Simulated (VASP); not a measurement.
A run of VASP 6.6.1:

The input INCAR:

```
SYSTEM = CdSe
PREC = Accurate
ENCUT = 520
EDIFF = 1E-7
ISMEAR = 0
SIGMA = 0.05
LREAL = .False.
LASPH = .True.
NELM = 100
ALGO = Normal
ISIF = 2
LWAVE = .False.
LCHARG = .True.
GGA = PE
LELF = .True.
LVHAR = .True.
NBANDS = 26
```

Contents of KPOINTS:

```
Automatic mesh
0
Gamma
  6 6 4
  0 0 0
```

POSCAR

```
CdSe
1.0
    4.2984999142      0.0000000000      0.0000000000
   -2.1492499571      3.7226101239      0.0000000000
    0.0000000000      0.0000000000      7.0152000000
Cd Se
2 2
Direct
    0.6868138208      0.3736276416      0.0000000000
    0.3333333333      0.6666666667      0.5000000000
    0.6666666667      0.3333333333      0.3750000000
    0.3333333333      0.6666666667      0.8750000000
```

Potentials or basis: VASP PAW PBE potentials, release 64 (Cd, Se).

Launch:

```bash
$ cat potpaw_PBE.64/Cd/POTCAR potpaw_PBE.64/Se/POTCAR > POTCAR
$ mpirun -np 1 vasp_std > vasp.out
```

Hardware: 1 thread of Intel(R) Xeon(R) Platinum 8375C CPU @ 2.90GHz (Ice Lake), on a shared host.

Q: Estimate the wall time of this run.

A: Wall time 95 s on 1 thread of Intel(R) Xeon(R) Platinum 8375C CPU @ 2.90GHz (Ice Lake), on a shared host, peak memory 0.29 GiB. Counts: scf iterations 16, k points 47.
